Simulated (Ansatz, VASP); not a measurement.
One calculation of Li, two programs

INCAR

```
SYSTEM = Li
  PREC = Accurate
  ENCUT = 750
  EDIFF = 1E-6
  ISMEAR = -1
  SIGMA = 0.1
  LREAL = .FALSE.
  LASPH = .TRUE.
  NELM = 120
  ALGO = Normal
  ISIF = 2
  LWAVE = .FALSE.
  LCHARG = .FALSE.
  GGA = PE
  NBANDS = 8
  GGA_COMPAT = .FALSE.
```

File KPOINTS:

```
Automatic mesh
0
G
  17 17 17
  0 0 0
```

The input POSCAR:

```
Li
1.0
   -1.3154554380      1.3154554380      1.3154554380
    1.3154554380     -1.3154554380      1.3154554380
    1.3154554380      1.3154554380     -1.3154554380
Li
1
Direct
    0.0000000000      0.0000000000      0.0000000000
```

Input for Ansatz:

```yaml
crystal:
  lattice:
    - [-1.315455438, 1.315455438, 1.315455438]
    - [1.315455438, -1.315455438, 1.315455438]
    - [1.315455438, 1.315455438, -1.315455438]
  atoms:
    - { symbol: Li, position: [0.0, 0.0, 0.0] }
kpoints:
  mp_grid: { grid: [17, 17, 17] }
scf:
  occupations: { method: fermi_dirac, width: 0.1 }
hamiltonian:
  xc: pbe
  pseudopotentials: { kind: paw }
output:
  forces: true
  stress: true
  eigenvalues: true
  populations: true
  write_density: true
  write_potential: true
  elf: true
  volumetric_format: npy
```

Change from the starting cell: volume scaled by 0.45, PAW files.

Alike in both runs: task single point; functional PBE; k mesh 17 × 17 × 17; occupations fermi-dirac, width 0.1 eV; no spin polarisation.

```csv
,VASP,Ansatz
version,VASP 6.6.1,Ansatz 0.2.0
potentials or method,"VASP PAW PBE potentials, release 64 (Li_sv)","PAW with Ansatz's default frozen-core files, scalar-relativistic"
plane-wave cutoff (eV),750,420
valence electrons in the cell,3,3
```

|  | VASP | Ansatz | Ansatz less VASP |
| --- | --- | --- | --- |
| pressure (GPa) | 42.0 | 42.5 | +0.51 |

Both programs put the cell under a high pressure, so it lies far from rest at this level.
